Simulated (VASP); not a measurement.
# Mo (Im-3m) in VASP: a series of runs, part 2 of 2

VASP 6.6.1. The steps go on from the part before.

## 3. Relaxation of cell and atoms, PBEsol

File INCAR:

```
PREC = Accurate ; ENCUT = 600
EDIFF = 1E-6 ; ISMEAR = 0
SIGMA = 0.1 ; LREAL = False
LASPH = True ; NELM = 80
ALGO = Normal ; ISIF = 3
LWAVE = False ; LCHARG = False
GGA = PS ; IBRION = 2
NSW = 100 ; EDIFFG = -0.002
```

File KPOINTS:

```
Automatic mesh
0
Gamma
  16 16 16
```

File POSCAR:

```
Mo
1.0
   -1.5659380059      1.5659380059      1.5659380059
    1.5659380059     -1.5659380059      1.5659380059
    1.5659380059      1.5659380059     -1.5659380059
Mo
1
Direct
    0.0000000000      0.0000000000      0.0000000000
```

Potentials or basis: VASP PAW PBE potentials, release 64 (Mo_sv).

Command:

```sh
$ cat potpaw_PBE.64/Mo_sv/POTCAR > POTCAR
$ mpirun -np 1 vasp_std > vasp.out
```

OUTCAR:

```text
PREC = Accurate
   ENCUT = 600
   EDIFF = 1E-6
   ISMEAR = 0
   LREAL = False
   LASPH = True
   NELM = 80
   ISIF = 3
   GGA = PS
   IBRION = 2
   NSW = 100
   EDIFFG = -0.002

 ion  position               nearest neighbor table
   1  0.000  0.000  0.000-

  LATTYP: Found a body centered cubic cell.
 ALAT       =     3.1318760118

  Lattice vectors:

 A1 = (  -1.5659380059,   1.5659380059,   1.5659380059)
 A2 = (   1.5659380059,  -1.5659380059,   1.5659380059)
 A3 = (   1.5659380059,   1.5659380059,  -1.5659380059)

Analysis of symmetry for initial positions (statically):
=====================================================================
 Subroutine PRICEL returns:
 Original cell was already a primitive cell.

 Routine SETGRP: Setting up the symmetry group for a
 body centered cubic supercell.

 Subroutine GETGRP returns: Found 48 space group operations
 (whereof 48 operations were pure point group operations)
 out of a pool of 48 trial point group operations.

The static configuration has the point symmetry O_h .

Analysis of symmetry for dynamics (positions and initial velocities):
=====================================================================
 Subroutine PRICEL returns:
 Original cell was already a primitive cell.

 Routine SETGRP: Setting up the symmetry group for a
 body centered cubic supercell.

 Subroutine GETGRP returns: Found 48 space group operations
 (whereof 48 operations were pure point group operations)
 out of a pool of 48 trial point group operations.

The dynamic configuration has the point symmetry O_h .

 Subroutine INISYM returns: Found 48 space group operations
 (whereof 48 operations are pure point group operations),
 and found     1 'primitive' translations

----------------------------------------------------------------------------------------

                                     Primitive cell

[... 129 lines left out ...]

 number of electron      14.0000001 magnetization

 Free energy of the ion-electron system (eV)
  ---------------------------------------------------
  ext. energy  EPLUGINS =         0.00000000
  ---------------------------------------------------
  free energy    TOTEN  =       -11.78439136 eV

  energy without entropy =      -11.78234281  energy(sigma->0) =      -11.78336709

------------------------ aborting loop because EDIFF is reached ----------------------------------------

  FORCE on cell =-STRESS in cart. coord.  units (eV):
  Direction    XX          YY          ZZ          XY          YZ          ZX
  --------------------------------------------------------------------------------------
  -------------------------------------------------------------------------------------
  Total       -0.0310326     -0.0310326     -0.0310326      0.0000000      0.0000000      0.0000000
  in kB       -3.2370140     -3.2370140     -3.2370140      0.0000000      0.0000000      0.0000000
  external PRESSURE =      -3.2370140 kB  Pullay stress =       0.0000000 kB
[... 57 lines left out ...]
--------------------------------------- Ionic step        3  -------------------------------------------

 number of electron      14.0000001 magnetization

 Free energy of the ion-electron system (eV)
  ---------------------------------------------------
  ext. energy  EPLUGINS =         0.00000000
  ---------------------------------------------------
  free energy    TOTEN  =       -11.78440984 eV

  energy without entropy =      -11.78236195  energy(sigma->0) =      -11.78338589

 E-fermi :  12.7694     XC(G=0): -13.6333

 val. band max:       12.7571801313   @ k =  -0.1875   0.1875   0.0625
 cond. band min:      12.7863013862   @ k =   0.3750   0.0000   0.0000
 fundamental gap:      0.0291212549
 Fermi energy:        12.7693754388

 k-point     1 :       0.0000    0.0000    0.0000
  band No.  band energies     occupation
      1     -48.4210      2.00000
      2     -21.6645      2.00000
      3     -21.6645      2.00000
      4     -21.6645      2.00000
      5       5.4216      2.00000
      6      11.3694      2.00000
      7      11.3694      2.00000
      8      11.3694      2.00000
      9      14.4526      0.00000
     10      14.4526      0.00000
     11      27.6029      0.00000
[... 309 lines left out ...]
 k-point    24 :       0.2500    0.1875    0.0000
  band No.  band energies     occupation
      1     -48.1670      2.00000
      2     -22.8389      2.00000
      3     -22.1507      2.00000
      4     -21.7946      2.00000
      5       8.4940      2.00000
      6       9.7684      2.00000
      7      10.9317      2.00000
      8      13.8763      0.00000
      9      15.2513      0.00000
     10      17.5361      0.00000
     11      26.1534      0.00000

 [... further k-points ...]

------------------------ aborting loop because EDIFF is reached ----------------------------------------

  FORCE on cell =-STRESS in cart. coord.  units (eV):
  Direction    XX          YY          ZZ          XY          YZ          ZX
  --------------------------------------------------------------------------------------
  -------------------------------------------------------------------------------------
  Total        0.0005042      0.0005042      0.0005042      0.0000000      0.0000000     -0.0000000
  in kB        0.0526567      0.0526567      0.0526567      0.0000000      0.0000000     -0.0000000
  external PRESSURE =       0.0526567 kB  Pullay stress =       0.0000000 kB
[... 16 lines left out ...]
  FREE ENERGIE OF THE ION-ELECTRON SYSTEM (eV)
  ---------------------------------------------------
  free  energy   TOTEN  =       -11.7844098400 eV

  energy  without entropy=      -11.7823619455  energy(sigma->0) =      -11.78338589

 reached required accuracy - stopping structural energy minimisation
```

OSZICAR:

```text
N       E                     dE             d eps       ncg     rms          rms(c)
DAV:   1     0.101510029870E+03    0.10151E+03   -0.89089E+03  3190   0.145E+03
DAV:   2    -0.109762801747E+02   -0.11249E+03   -0.10879E+03  3466   0.365E+02
[... 16 lines left out ...]
   2 F= -.11784261E+02 E0= -.11783237E+02  d E =0.130008E-03
       N       E                     dE             d eps       ncg     rms          rms(c)
DAV:   1    -0.117863506115E+02   -0.20895E-02   -0.48984E-02  3334   0.318E+00    0.510E-01
DAV:   2    -0.117845384609E+02    0.18122E-02   -0.38358E-03  3307   0.790E-01    0.851E-02
DAV:   3    -0.117844023404E+02    0.13612E-03   -0.55982E-04  3468   0.298E-01    0.764E-02
DAV:   4    -0.117844100224E+02   -0.76821E-05   -0.10285E-05  3307   0.377E-02    0.373E-03
DAV:   5    -0.117844098400E+02    0.18242E-06   -0.78197E-07  2119   0.112E-02
   3 F= -.11784410E+02 E0= -.11783386E+02  d E =-.184761E-04
```

CONTCAR:

```text
Mo
   1.00000000000000
    -1.5653347583942894    1.5653347583942894    1.5653347583942894
     1.5653347583942894   -1.5653347583942894    1.5653347583942894
     1.5653347583942894    1.5653347583942894   -1.5653347583942894
  Mo
     1
Direct
     0.0000000000000000    0.0000000000000000    0.0000000000000000

  0.00000000E+00  0.00000000E+00  0.00000000E+00
```

It took 22 s on 1 thread of Intel Xeon Platinum 8375C at 2.90GHz (Ice Lake), shared host; peak memory 0.16 GiB.

What came out:

```yaml
Free_energy: -11.7844 eV
Relaxed_volume: 15.34 Å³/atom
Relaxed_cell: a = 2.711 Å, b = 2.711 Å, c = 2.711 Å, α = 109.47°, β = 109.47°, γ = 109.47°
Space_group_after_relaxing_to_0.05_Å: Im-3m (No. 229)
Energy_gained_by_relaxing: 0.0 meV/atom
Ionic_steps: 3
Pressure_after_relaxing: 0.0 GPa
Band_gap_on_the_k_mesh: zero (band 7 reaches 16.89 eV, above the bottom of band 8 at 11.37 eV)
```

Final structure:
```yaml
crystal:
  lattice:
    - [-1.56533, 1.56533, 1.56533]
    - [1.56533, -1.56533, 1.56533]
    - [1.56533, 1.56533, -1.56533]
  atoms:
    - { symbol: Mo, position: [0.00000, 0.00000, 0.00000] }
```

Levels at points of the mesh, in eV from the Fermi level:
```csv
k point,band 5,band 6,band 7,band 8,band 9,band 10
"(0.00, 0.00, 0.00)",-7.35,-1.40,-1.40,-1.40,1.68,1.68
"(0.50, 0.00, 0.00)",-5.47,-3.50,1.68,1.73,2.37,4.92
"(0.50, 0.50, 0.50)",-5.62,-5.62,4.12,4.12,4.12,9.17
```

Caveat: the PAW data sets were made with another functional, which shifts forces and pressure a little.

## 4. Relaxation of cell and atoms, PBEsol

File INCAR:

```
PREC     = Accurate       # precision mode
ENCUT    = 600            # plane-wave cutoff, eV
EDIFF    = 1E-6           # SCF threshold, eV
ISMEAR   = -1             # smearing method
SIGMA    = 0.15           # smearing width, eV
LREAL    = False          # projectors in reciprocal space
LASPH    = True           # aspherical terms in the spheres
NELM     = 60             # most SCF steps
ALGO     = Fast           # electronic algorithm
ISIF     = 3              # what is computed and relaxed
LWAVE    = False          # write WAVECAR
LCHARG   = False          # write CHGCAR
GGA      = PS             # functional
IBRION   = 2              # ionic algorithm
NSW      = 80             # ionic steps
EDIFFG   = -0.001         # ionic threshold
```

KPOINTS is that of step 3.

File POSCAR:

```
Mo
1.0
   -1.5645539155      1.5645539155      1.5645539155
    1.5645539155     -1.5645539155      1.5645539155
    1.5645539155      1.5645539155     -1.5645539155
Mo
1
Direct
    0.0000000000      0.0000000000      0.0000000000
```

Command:

```sh
$ cat potpaw_PBE.64/Mo_sv/POTCAR > POTCAR
$ mpirun -np 1 vasp_std > vasp.out
```

It took 57 s on 1 thread of Intel Xeon Platinum 8375C at 2.90GHz (Ice Lake), shared host; peak memory 0.17 GiB.

It converged, with:

- Free energy: -11.8043 eV
- Relaxed volume: 15.35 Å³/atom
- Relaxed cell: a = 2.712 Å, b = 2.712 Å, c = 2.712 Å, α = 109.47°, β = 109.47°, γ = 109.47°
- Space group after relaxing (to 0.05 Å): Im-3m (No. 229)
- Energy gained by relaxing: 0.1 meV/atom
- Ionic steps: 10
- Pressure after relaxing: 0.0 GPa
- Band gap on the k mesh: zero (band 7 reaches 16.88 eV, above the bottom of band 8 at 11.36 eV)

Final structure:
```
Mo
1.0
    -1.56571    1.56571    1.56571
     1.56571   -1.56571    1.56571
     1.56571    1.56571   -1.56571
Mo
1
Direct
  0.00000 0.00000 0.00000
```

Levels at points of the mesh, in eV from the Fermi level:
```csv
k point,band 5,band 6,band 7,band 8,band 9,band 10
"(0.00, 0.00, 0.00)",-7.32,-1.38,-1.38,-1.38,1.70,1.70
"(0.50, 0.00, 0.00)",-5.44,-3.48,1.69,1.75,2.39,4.93
"(0.50, 0.50, 0.50)",-5.59,-5.59,4.14,4.14,4.14,9.18
```

Caveat: the PAW data sets were made with another functional, which shifts forces and pressure a little.

## 5. Single point, PBEsol

File INCAR:

```
SYSTEM = Mo
ALGO     = Fast           ! electronic algorithm
EDIFF    = 1E-6           ! SCF threshold, eV
ENCUT    = 520            ! plane-wave cutoff, eV
GGA      = PS             ! functional
ISIF     = 2              ! what is computed and relaxed
ISMEAR   = 0              ! smearing method
LASPH    = .True.         ! aspherical terms in the spheres
LCHARG   = .False.        ! write CHGCAR
LREAL    = .False.        ! projectors in reciprocal space
LWAVE    = .False.        ! write WAVECAR
NBANDS   = 13             ! bands
NELM     = 100            ! most SCF steps
PREC     = Accurate       ! precision mode
SIGMA    = 0.1            ! smearing width, eV
```

File KPOINTS:

```
k-points
0
Gamma
  8 8 8
  0 0 0
```

File POSCAR:

```
Mo
1.0
   -1.5659380062      1.5659380062      1.5659380062
    1.5659380062     -1.5659380062      1.5659380062
    1.5659380062      1.5659380062     -1.5659380062
Mo
1
Direct
    0.0000000000      0.0000000000      0.0000000000
```

Potentials or basis: VASP PAW PBE potentials, release 64 (Mo_sv).

Command:

```sh
$ cat potpaw_PBE.64/Mo_sv/POTCAR > POTCAR
$ mpirun -np 1 vasp_std > vasp.out
```

OUTCAR:

```text
SYSTEM = Mo
   EDIFF = 1E-6
   ENCUT = 520
   GGA = PS
   ISIF = 2
   ISMEAR = 0
   LASPH = .True.
   LREAL = .False.
   NELM = 100
   PREC = Accurate

 ion  position               nearest neighbor table
   1  0.000  0.000  0.000-

  LATTYP: Found a body centered cubic cell.
 ALAT       =     3.1318760124

  Lattice vectors:

 A1 = (  -1.5659380062,   1.5659380062,   1.5659380062)
 A2 = (   1.5659380062,  -1.5659380062,   1.5659380062)
 A3 = (   1.5659380062,   1.5659380062,  -1.5659380062)

Analysis of symmetry for initial positions (statically):
=====================================================================
 Subroutine PRICEL returns:
 Original cell was already a primitive cell.

 Routine SETGRP: Setting up the symmetry group for a
 body centered cubic supercell.

 Subroutine GETGRP returns: Found 48 space group operations
 (whereof 48 operations were pure point group operations)
 out of a pool of 48 trial point group operations.

The static configuration has the point symmetry O_h .

[... 166 lines left out ...]
 k-point     1 :       0.0000    0.0000    0.0000
  band No.  band energies     occupation
      1     -48.4522      2.00000
      2     -21.6972      2.00000
      3     -21.6972      2.00000
      4     -21.6972      2.00000
      5       5.4063      2.00000
      6      11.3456      2.00000
      7      11.3456      2.00000
      8      11.3456      2.00000
      9      14.4255      0.00000
     10      14.4255      0.00000
     11      27.5828      0.00000
     12      27.5828      0.00000
     13      27.5828      0.00000
[... 354 lines left out ...]
  band No.  band energies     occupation
      1     -48.1029      2.00000
      2     -22.8041      2.00000
      3     -22.3798      2.00000
      4     -22.2457      2.00000
      5       8.6902      2.00000
      6       9.2835      2.00000
      7      12.1003      2.00000
      8      12.9535      0.00000
      9      15.7195      0.00000
     10      17.8505      0.00000
     11      26.7700      0.00000
     12      28.8345      0.00000
     13      29.8503      0.00000

 [... further k-points ...]

------------------------ aborting loop because EDIFF is reached ----------------------------------------

  FORCE on cell =-STRESS in cart. coord.  units (eV):
  Direction    XX          YY          ZZ          XY          YZ          ZX
  --------------------------------------------------------------------------------------
  -------------------------------------------------------------------------------------
  Total        0.0538404      0.0538404      0.0538404     -0.0000000      0.0000000     -0.0000000
  in kB        5.6161084      5.6161084      5.6161084     -0.0000000      0.0000000     -0.0000000
  external PRESSURE =       5.6161084 kB  Pullay stress =       0.0000000 kB

 VOLUME and BASIS-vectors are now :
 -----------------------------------------------------------------------------
  energy-cutoff  :      520.00
  volume of cell :       15.36
      direct lattice vectors                 reciprocal lattice vectors
    -1.565938006  1.565938006  1.565938006     0.000000000  0.319297442  0.319297442
     1.565938006 -1.565938006  1.565938006     0.319297442  0.000000000  0.319297442
     1.565938006  1.565938006 -1.565938006     0.319297442  0.319297442  0.000000000

 POSITION                                       TOTAL-FORCE (eV/Angst)
 -----------------------------------------------------------------------------------
      0.00000      0.00000      0.00000        -0.000000     -0.000000      0.000000
 -----------------------------------------------------------------------------------
    total drift:                               -0.000000     -0.000000      0.000000

  FREE ENERGIE OF THE ION-ELECTRON SYSTEM (eV)
  ---------------------------------------------------
  free  energy   TOTEN  =       -11.7561234551 eV

  energy  without entropy=      -11.7514522730  energy(sigma->0) =      -11.75378786
```

OSZICAR:

```text
N       E                     dE             d eps       ncg     rms          rms(c)
DAV:   1     0.925601392537E+02    0.92560E+02   -0.81266E+03   770   0.112E+03
DAV:   2    -0.113809811824E+02   -0.10394E+03   -0.99862E+02   919   0.309E+02
DAV:   3    -0.125224094261E+02   -0.11414E+01   -0.11396E+01   809   0.323E+01
DAV:   4    -0.125247373677E+02   -0.23279E-02   -0.23279E-02   874   0.182E+00
DAV:   5    -0.125247517324E+02   -0.14365E-04   -0.14364E-04   819   0.127E-01    0.165E+01
RMM:   6    -0.118563802829E+02    0.66837E+00   -0.75124E-01   760   0.803E+00    0.482E+00
RMM:   7    -0.117607104583E+02    0.95670E-01   -0.22336E-01   771   0.428E+00    0.115E+00
RMM:   8    -0.117566726731E+02    0.40378E-02   -0.13277E-02   798   0.126E+00    0.227E-01
RMM:   9    -0.117561457792E+02    0.52689E-03   -0.12028E-03   804   0.348E-01    0.372E-02
RMM:  10    -0.117561241321E+02    0.21647E-04   -0.24484E-04   833   0.158E-01    0.467E-02
RMM:  11    -0.117561236007E+02    0.53143E-06   -0.20457E-05   827   0.554E-02    0.221E-03
RMM:  12    -0.117561234551E+02    0.14557E-06   -0.39325E-06   659   0.234E-02
   1 F= -.11756123E+02 E0= -.11753788E+02  d E =-.467118E-02
```

stdout:

```text
POSCAR found type information on POSCAR Mo
 POSCAR found :  1 types and       1 ions
 scaLAPACK will be used
 -----------------------------------------------------------------------------
|                                                                             |
|                                                                             |
|     You enforced a specific xc type in the INCAR file but a different       |
|     I HOPE YOU KNOW WHAT YOU ARE DOING!                                     |
|                                                                             |
 -----------------------------------------------------------------------------

 LDA part: xc-table for (Slater+PW92), standard interpolation
 POSCAR, INCAR and KPOINTS ok, starting setup
 FFT: planning ... GRIDC
 FFT: planning ... GRID_SOFT
 FFT: planning ... GRID
 WAVECAR not read
 entering main loop
```

Run time: 8.9 s. Hardware: 1 thread of AMD EPYC 7R13, shared host; peak memory 0.09 GiB.

What came out:

```
Free energy            : -11.7561 eV
Pressure               : 0.6 GPa
Band gap on the k mesh : zero (band 7 reaches 16.86 eV, above the bottom of band 8 at 11.35 eV)
```

Caveat: the PAW data sets were made with another functional, which shifts forces and pressure a little.

## 6. Summary

```csv
task,cell,k mesh,cutoff (eV),smearing,gap on the mesh (eV),pressure (GPa),relaxed volume (Å³/atom)
single point,"a = 2.710 Å, angles 109.5°, 1 atom",16 × 16 × 16,520,fermi-dirac 0.15 eV,none,0.5,-
relaxation of cell and atoms,"relaxed from a = 2.712 Å, angles 109.5°, 1 atom",16 × 16 × 16,600,gaussian 0.1 eV,none,0.0,15.34
relaxation of cell and atoms,"relaxed from a = 2.710 Å, angles 109.5°, 1 atom",16 × 16 × 16,600,fermi-dirac 0.15 eV,none,0.0,15.35
single point,"a = 2.712 Å, angles 109.5°, 1 atom",8 × 8 × 8,520,gaussian 0.1 eV,none,0.6,-
```

Alike in all rows: level PBEsol; potentials or basis VASP PAW PBE potentials, release 64 (Mo_sv); no spin polarisation.

Caveats: the PAW data sets were made with another functional, which shifts forces and pressure a little.

Total energies depend on the potentials used, so only differences within one code and one set of settings carry meaning.
